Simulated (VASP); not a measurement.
Input of a VASP 6.6.1 run:

The input POSCAR:

```
BN
1.0
    0.0000000000      1.8227362959      1.8227362959
    1.8227362959      0.0000000000      1.8227362959
    1.8227362959      1.8227362959      0.0000000000
B N
1 1
Direct
    0.0000000000      0.0000000000      0.0000000000
    0.2500000000      0.2500000000      0.2500000000
```

INCAR.step1

```
ALGO = Normal
EDIFF = 1E-4
ENCUT = 520
GGA = PE
ISMEAR = 0
LASPH = T
LCHARG = F
LREAL = F
LWAVE = T
NBANDS = 11
NELM = 60
PREC = Accurate
SIGMA = 0.02
```

Contents of INCAR.step2:

```
ALGO = Normal
EDIFF = 1E-6
ENCUT = 520
ISIF = 2
ISMEAR = 0
ISTART = 1
LASPH = T
LCHARG = F
LMIXTAU = T
LREAL = F
LWAVE = F
METAGGA = R2SCAN
NBANDS = 11
NELM = 60
PREC = Accurate
SIGMA = 0.02
```

KPOINTS

```
k-points
0
Gamma
  12 12 12
```

Potentials or basis: VASP PAW PBE potentials, release 64 (B, N).

Command:

```sh
$ cat potpaw_PBE.64/B/POTCAR potpaw_PBE.64/N/POTCAR > POTCAR
$ cp INCAR.step1 INCAR
$ mpirun -np 1 vasp_std > vasp.out
$ cp INCAR.step2 INCAR
$ mpirun -np 1 vasp_std > vasp.out
```

(1) What does it give for the pressure?

(2) Estimate the band gap on the k mesh.

Answers

(1) -10.0 GPa.

(2) 4.94 eV, indirect (least direct gap 9.40 eV).

Caveat: the PAW data sets were made with another functional, which shifts forces and pressure a little.
